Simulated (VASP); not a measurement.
# BiTe4 (I4/mmm) in VASP: a series of runs

BiTe4 is run at these levels: PBE; tasks: single point, relaxation of cell and atoms.

Everything below comes from runs of VASP 6.6.1. Logs are shortened: lines on timing, memory, paths and dates and some standing lists are left out, and cuts for length are marked.

## Step 1: The cell of the first run

It takes space group I4/mmm (No. 139, tetragonal). The conventional cell has a = 5.515 Å, b = 5.515 Å, c = 10.428 Å, α = 90.00°, β = 90.00°, γ = 90.00°. Bi (site symmetry 4/mmm) has 6 Te at 2.55 to 2.76 Å within 3.4 Å. Within 3.4 Å of Te (site symmetry 4mm) lie 1 Bi at 2.55 Å. Within 3.6 Å of Te (site symmetry mmm) lie 2 Bi at 2.76 Å.

The cell was generated, and may not be a known phase.

## Step 2: Single point, PBE

The input, INCAR:

```
ALGO = Normal ; EDIFF = 1E-6
ENCUT = 520 ; GGA = PE
ISIF = 2 ; ISMEAR = 0
LASPH = True ; LCHARG = True
LELF = True ; LREAL = False
LVHAR = True ; LWAVE = False
NBANDS = 28 ; NELM = 60
PREC = Accurate ; SIGMA = 0.1
```

The input, KPOINTS:

```
k-points
0
Gamma
  4 4 4
```

The input, POSCAR:

```
BiTe4
1.0
   -2.7575432800      2.7575432800      5.2138146200
    2.7575432800     -2.7575432800      5.2138146200
    2.7575432800      2.7575432800     -5.2138146200
Bi Te
1 4
Direct
    0.0000000000      0.0000000000      0.0000000000
    0.2450000000      0.2450000000      0.0000000000
    0.7550000000      0.7550000000      0.0000000000
    0.5000000000      0.0000000000      0.5000000000
    0.0000000000      0.5000000000      0.5000000000
```

Potentials or basis: VASP PAW PBE potentials, release 64 (Bi_d, Te).

Command:

```console
cat potpaw_PBE.64/Bi_d/POTCAR potpaw_PBE.64/Te/POTCAR > POTCAR
mpirun -np 1 vasp_std > vasp.out
```

OUTCAR:

```text
EDIFF = 1E-6
   ENCUT = 520
   GGA = PE
   ISIF = 2
   ISMEAR = 0
   LASPH = True
   LREAL = False
   NELM = 60
   PREC = Accurate

 ion  position               nearest neighbor table
   1  0.000  0.000  0.000-   2 2.55   3 2.55   4 2.76   5 2.76   5 2.76   4 2.76
   2  0.245  0.245  0.000-   1 2.55
   3  0.755  0.755  0.000-   1 2.55
   4  0.500  0.000  0.500-   1 2.76   1 2.76
   5  0.000  0.500  0.500-   1 2.76   1 2.76

  LATTYP: Found a body centered tetragonal cell.
 ALAT       =     5.5150865600
 C/A-ratio  =     1.8907462515

  Lattice vectors:

 A1 = (  -2.7575432800,   2.7575432800,   5.2138146200)
 A2 = (   2.7575432800,  -2.7575432800,   5.2138146200)
 A3 = (   2.7575432800,   2.7575432800,  -5.2138146200)

Analysis of symmetry for initial positions (statically):
=====================================================================
 Subroutine PRICEL returns:
 Original cell was already a primitive cell.

 Routine SETGRP: Setting up the symmetry group for a
 body centered tetragonal supercell.

 Subroutine GETGRP returns: Found 16 space group operations
 (whereof 16 operations were pure point group operations)
 out of a pool of 16 trial point group operations.

The static configuration has the point symmetry D_4h.

Analysis of symmetry for dynamics (positions and initial velocities):
=====================================================================
 Subroutine PRICEL returns:
 Original cell was already a primitive cell.

 Routine SETGRP: Setting up the symmetry group for a
 body centered tetragonal supercell.

 Subroutine GETGRP returns: Found 16 space group operations
 (whereof 16 operations were pure point group operations)
 out of a pool of 16 trial point group operations.

The dynamic configuration has the point symmetry D_4h.

 Subroutine INISYM returns: Found 16 space group operations
 (whereof 16 operations are pure point group operations),
 and found     1 'primitive' translations

----------------------------------------------------------------------------------------

                                     Primitive cell

  volume of cell :     158.5843

  direct lattice vectors                    reciprocal lattice vectors
    -2.757543280  2.757543280  5.213814620     0.000000000  0.181320817  0.095899075
     2.757543280 -2.757543280  5.213814620     0.181320817  0.000000000  0.095899075
     2.757543280  2.757543280 -5.213814620     0.181320817  0.181320817  0.000000000

  length of vectors
     6.510910288  6.510910288  6.510910288     0.205119163  0.205119163  0.256426358

  position of ions in fractional coordinates (direct lattice)
     0.000000000  0.000000000  0.000000000
     0.245000000  0.245000000  0.000000000
     0.755000000  0.755000000  0.000000000
     0.500000000  0.000000000  0.500000000
     0.000000000  0.500000000  0.500000000

  ion indices of the primitive-cell ions
   primitive index   ion index
                 1           1
                 2           2
                 3           3
                 4           4
                 5           5

----------------------------------------------------------------------------------------

 KPOINTS: k-points

Automatic generation of k-mesh.
 Grid dimensions read from file:
 generate k-points for:    4    4    4

 Generating k-lattice:

  Cartesian coordinates                     Fractional coordinates (reciprocal lattice)
     0.000000000  0.045330204  0.023974769     0.250000000  0.000000000  0.000000000
     0.045330204  0.000000000  0.023974769     0.000000000  0.250000000  0.000000000
     0.045330204  0.045330204  0.000000000     0.000000000  0.000000000  0.250000000

  Length of vectors
     0.051279791  0.051279791  0.064106590

  Shift w.r.t. Gamma in fractional coordinates (k-lattice)
     0.000000000  0.000000000  0.000000000

 Subroutine IBZKPT returns following result:
 ===========================================

 Found     13 irreducible k-points:

 Following reciprocal coordinates:
            Coordinates               Weight
  0.000000  0.000000  0.000000      1.000000
  0.250000  0.000000 -0.000000      8.000000
  0.500000  0.000000 -0.000000      4.000000
  0.250000  0.250000 -0.000000      8.000000
  0.500000  0.250000 -0.000000     16.000000
 -0.250000  0.250000  0.000000      4.000000
  0.500000  0.500000 -0.000000      2.000000
  0.250000  0.250000  0.250000      2.000000
 -0.250000  0.250000  0.250000      4.000000
  0.500000  0.500000  0.250000      4.000000
 -0.250000  0.500000  0.250000      8.000000
 -0.250000 -0.250000  0.250000      2.000000
  0.500000  0.500000  0.500000      1.000000
   k-points           NKPTS =     13   k-points in BZ     NKDIM =     13   number of bands    NBANDS=     28
   number of dos      NEDOS =    301   number of ions     NIONS =      5
   total plane-waves  NPLWV = 110592
   dimension x,y,z NGX =    48 NGY =   48 NGZ =   48
   dimension x,y,z NGXF=    96 NGYF=   96 NGZF=   96
   ions per type =               1   4
   NGX,Y,Z   is equivalent  to a cutoff of  12.26, 12.26, 12.26 a.u.
   NGXF,Y,Z  is equivalent  to a cutoff of  24.51, 24.51, 24.51 a.u.
 SYSTEM =  unknown system
   PREC   = accura    normal or accurate (medium, high low for compatibility)
   ISTART =      0    job   : 0-new  1-cont  2-samecut
   ICHARG =      2    charge: 1-file 2-atom 10-const
   ISPIN  =      1    spin polarized calculation?
   LNONCOLLINEAR =      F non collinear calculations
   LSORBIT =      F    spin-orbit coupling
   LASPH  =      T    aspherical Exc in radial PAW
   ENCUT  =  520.0 eV  38.22 Ry    6.18 a.u.  12.11 12.11 12.11*2*pi/ulx,y,z
   NELM   =     60;   NELMIN=  2; NELMDL= -5     # of ELM steps
   EDIFF  = 0.1E-05   stopping-criterion for ELM
   LREAL  =      F    real-space projection
   EDIFFG = 0.1E-04   stopping-criterion for IOM
   NSW    =      0    number of steps for IOM
   IBRION =     -1    ionic relax: 0-MD 1-quasi-New 2-CG
   NFREE  =      0    steps in history (QN), initial steepest desc. (CG)
   ISIF   =      2    stress and relaxation
   ISYM   =      2    0-nonsym 1-usesym 2-fastsym
   POTIM  = 0.5000    time-step for ionic-motion
   TEBEG  =    0.0;   TEEND  =   0.0 temperature during run
   PSTRESS=    0.0 pullay stress
   NELECT =      39.0000    total number of electrons
   NUPDOWN=      -1.0000    fix difference up-down
   EMIN   =  10.00;   EMAX   =-10.00  energy-range for DOS
   EFERMI =   0.00;   METHOD = LEGACY
   ISMEAR =     0;   SIGMA  =   0.10  broadening in eV -4-tet -1-fermi 0-gaus
   EFERMI_NEDOS =   21; number of points for ismear=-14 and -15
   IALGO  =     38    algorithm
   IMIX   =      4    mixing-type and parameters
     AMIX     =   0.40;   BMIX     =  1.00
     AMIX_MAG =   1.60;   BMIX_MAG =  1.00
  volume/ion in A,a.u.               =      31.72       214.04
  Fermi-wavevector in a.u.,A,eV,Ry     =   1.025675  1.938244 14.313444  1.052008
  Thomas-Fermi vector in A             =   2.159527
   LORBIT       =      0    0 simple, 1 ext, 2 COOP (PROOUT), +10 PAW based schemes
   GGA     = PE    functional components
   LHFCALC =     F    Hartree Fock is set to
   AEXX    =    0.0000 exact exchange contribution
   IVDW    =     0    specifies the selected vdW correction
   LEPSILON=     F    determine dielectric tensor
   LRPA    =     F    only Hartree local field effects (RPA)
 non-spin polarized calculation
 Gauss-broadening in eV      SIGMA  =   0.10
  energy-cutoff  :      520.00
  volume of cell :      158.58
 maximum number of plane-waves:      4286
   NGX = 25   NGY = 25   NGZ = 25

 number of electron      39.0000003 magnetization

 Free energy of the ion-electron system (eV)
  ---------------------------------------------------
  ext. energy  EPLUGINS =         0.00000000
  ---------------------------------------------------
  free energy    TOTEN  =       -11.16123110 eV

  energy without entropy =      -11.11866754  energy(sigma->0) =      -11.13994932

 E-fermi :   6.1674     XC(G=0):  -9.4769

 val. band max:        6.1663885142   @ k =  -0.2500   0.5000   0.2500
 cond. band min:       6.1866146300   @ k =   0.5000   0.5000  -0.0000
 fundamental gap:      0.0202261158
 Fermi energy:         6.1674494303

 k-point     1 :       0.0000    0.0000    0.0000
  band No.  band energies     occupation
      1     -17.4784      2.00000
      2     -17.3235      2.00000
      3     -17.2277      2.00000
      4     -17.2277      2.00000
      5     -17.1917      2.00000
      6      -8.4472      2.00000
[... 20 lines left out ...]
     27      13.7217      0.00000
     28      13.7225      0.00000

 k-point     2 :       0.2500    0.0000   -0.0000
  band No.  band energies     occupation
      1     -17.4783      2.00000
      2     -17.3230      2.00000
      3     -17.2286      2.00000
      4     -17.2277      2.00000
      5     -17.1926      2.00000
      6      -8.2439      2.00000
[... 20 lines left out ...]
     27      12.7800      0.00000
     28      12.9347      0.00000

 k-point     3 :       0.5000    0.0000   -0.0000
  band No.  band energies     occupation
      1     -17.4781      2.00000
      2     -17.3226      2.00000
      3     -17.2295      2.00000
      4     -17.2276      2.00000
      5     -17.1935      2.00000
      6      -7.9769      2.00000
[... 20 lines left out ...]
     27      12.7505      0.00000
     28      12.9663      0.00000

 k-point     4 :       0.2500    0.2500   -0.0000
  band No.  band energies     occupation
      1     -17.4781      2.00000
      2     -17.3225      2.00000
      3     -17.2286      2.00000
      4     -17.2286      2.00000
      5     -17.1935      2.00000
      6      -8.0099      2.00000
[... 237 lines left out ...]
     27      11.6611      0.00000
     28      12.3037      0.00000

 k-point    12 :      -0.2500   -0.2500    0.2500
  band No.  band energies     occupation
      1     -17.4783      2.00000
      2     -17.3235      2.00000
      3     -17.2276      2.00000
      4     -17.2276      2.00000
      5     -17.1917      2.00000
      6      -8.3279      2.00000
[... 20 lines left out ...]
     27      11.9123      0.00000
     28      13.0008      0.00000

 k-point    13 :       0.5000    0.5000    0.5000
  band No.  band energies     occupation
      1     -17.4781      2.00000
      2     -17.3235      2.00000
      3     -17.2275      2.00000
      4     -17.2275      2.00000
      5     -17.1917      2.00000
      6      -8.1873      2.00000
[... 20 lines left out ...]
     27      11.2884      0.00000
     28      11.9442      0.00000

------------------------ aborting loop because EDIFF is reached ----------------------------------------

  FORCE on cell =-STRESS in cart. coord.  units (eV):
  Direction    XX          YY          ZZ          XY          YZ          ZX
  --------------------------------------------------------------------------------------
  -------------------------------------------------------------------------------------
  Total       12.4269050     12.4269050     19.6253409      0.0000000     -0.0000000     -0.0000000
  in kB      125.5490148    125.5490148    198.2748089      0.0000000     -0.0000000     -0.0000000
  external PRESSURE =     149.7909462 kB  Pullay stress =       0.0000000 kB

 VOLUME and BASIS-vectors are now :
 -----------------------------------------------------------------------------
  energy-cutoff  :      520.00
  volume of cell :      158.58
      direct lattice vectors                 reciprocal lattice vectors
    -2.757543280  2.757543280  5.213814620     0.000000000  0.181320817  0.095899075
     2.757543280 -2.757543280  5.213814620     0.181320817  0.000000000  0.095899075
     2.757543280  2.757543280 -5.213814620     0.181320817  0.181320817  0.000000000

 POSITION                                       TOTAL-FORCE (eV/Angst)
 -----------------------------------------------------------------------------------
      0.00000      0.00000      0.00000         0.000000      0.000000     -0.000000
      0.00000      0.00000      2.55477        -0.000000     -0.000000      4.704550
      0.00000      0.00000      7.87286         0.000000      0.000000     -4.704550
      0.00000      2.75754      0.00000         0.000000      0.000000     -0.000000
      2.75754      0.00000      0.00000         0.000000      0.000000     -0.000000
 -----------------------------------------------------------------------------------
    total drift:                               -0.000000      0.000000     -0.000000

  FREE ENERGIE OF THE ION-ELECTRON SYSTEM (eV)
  ---------------------------------------------------
  free  energy   TOTEN  =       -11.1612311046 eV

  energy  without entropy=      -11.1186675432  energy(sigma->0) =      -11.13994932
```

It took 86 s on 1 thread of Intel Xeon 6975P-C (Granite Rapids), shared host; peak memory 0.35 GiB.

What came out:

| Property | Result |
| --- | --- |
| Free energy | -11.1612 eV |
| Pressure | 15.0 GPa |
| Largest force | 4.705 eV/Å |
| Band gap on the k mesh | zero (an odd number of electrons rules out a gap without spin polarisation) |

Forces in eV/Å, atoms in the order of the input:
```
Bi   0.000  0.000  0.000
Te   0.000  0.000  4.705
Te   0.000  0.000 -4.705
Te   0.000  0.000  0.000
Te   0.000  0.000  0.000
```

Caveat: the stress differs along the axes, from 13 to 20 GPa; spin-orbit coupling is left out, which moves the levels of the heavy elements; an odd number of electrons without spin polarisation forces a metal; a magnetic or distorted state may lie lower.

## Step 3: Single point, PBE

This run uses another cell than the first one, of 35.21 Å³/atom.

The input, INCAR:

```
SYSTEM = BiTe4
PREC = Accurate ; ENCUT = 520
EDIFF = 1E-6 ; ISMEAR = 0
SIGMA = 0.1 ; LREAL = .FALSE.
LASPH = .TRUE. ; NELM = 80
ALGO = Normal ; ISIF = 2
LWAVE = .FALSE. ; LCHARG = .TRUE.
GGA = PE ; LELF = .TRUE.
LVHAR = .TRUE. ; NBANDS = 28
```

The input, KPOINTS:

```
Automatic mesh
0
G
  4 4 4
  0 0 0
```

The input, POSCAR:

```
BiTe4
1.0
   -3.0642240440      3.0642240440      4.6875081121
    3.0642240440     -3.0642240440      4.6875081121
    3.0642240440      3.0642240440     -4.6875081121
Bi Te
1 4
Direct
    0.0000000000      0.0000000000      0.0000000000
    0.3383666928      0.3383666928      0.0000000000
    0.6616333072      0.6616333072      0.0000000000
    0.5000000000      0.0000000000      0.5000000000
    0.0000000000      0.5000000000      0.5000000000
```

Potentials or basis: VASP PAW PBE potentials, release 64 (Bi_d, Te).

Command:

```console
cat potpaw_PBE.64/Bi_d/POTCAR potpaw_PBE.64/Te/POTCAR > POTCAR
mpirun -np 1 vasp_std > vasp.out
```

It took 42 s on 1 thread of Intel Xeon 6975P-C (Granite Rapids), shared host; peak memory 0.33 GiB.

Results (log left out):

- Free energy: -15.3086 eV
- Pressure: 0.1 GPa
- Largest force: 0.007 eV/Å
- Band gap on the k mesh: zero (an odd number of electrons rules out a gap without spin polarisation)

Forces in eV/Å, atoms in the order of the input:
```
Bi   0.000  0.000  0.000
Te   0.000  0.000  0.007
Te   0.000  0.000 -0.007
Te   0.000  0.000  0.000
Te   0.000  0.000  0.000
```

Levels at points of the mesh, in eV from the Fermi level:
| k point | band 15 | band 16 | band 17 | band 18 | band 19 | band 20 | band 21 | band 22 | band 23 | band 24 |
| --- | --- | --- | --- | --- | --- | --- | --- | --- | --- | --- |
| (0.00, 0.00, 0.00) | -3.39 | -3.24 | -2.12 | -2.03 | -2.03 | 0.45 | 1.39 | 1.39 | 2.88 | 4.13 |
| (0.50, 0.00, 0.00) | -2.45 | -1.59 | -1.54 | -1.33 | -0.60 | 0.06 | 0.81 | 1.05 | 1.19 | 1.59 |
| (0.50, 0.50, 0.00) | -2.09 | -1.75 | -1.48 | -1.30 | -0.92 | -0.83 | -0.09 | 0.01 | 0.45 | 0.94 |
| (0.50, 0.50, 0.50) | -2.95 | -2.56 | -1.37 | -1.00 | -0.93 | -0.93 | 1.06 | 1.06 | 3.68 | 3.87 |

Caveat: spin-orbit coupling is left out, which moves the levels of the heavy elements; an odd number of electrons without spin polarisation forces a metal; a magnetic or distorted state may lie lower.

[end of part 1 of 3]

The gap in the log of VASP goes by the Fermi energy; the results here count the filled bands.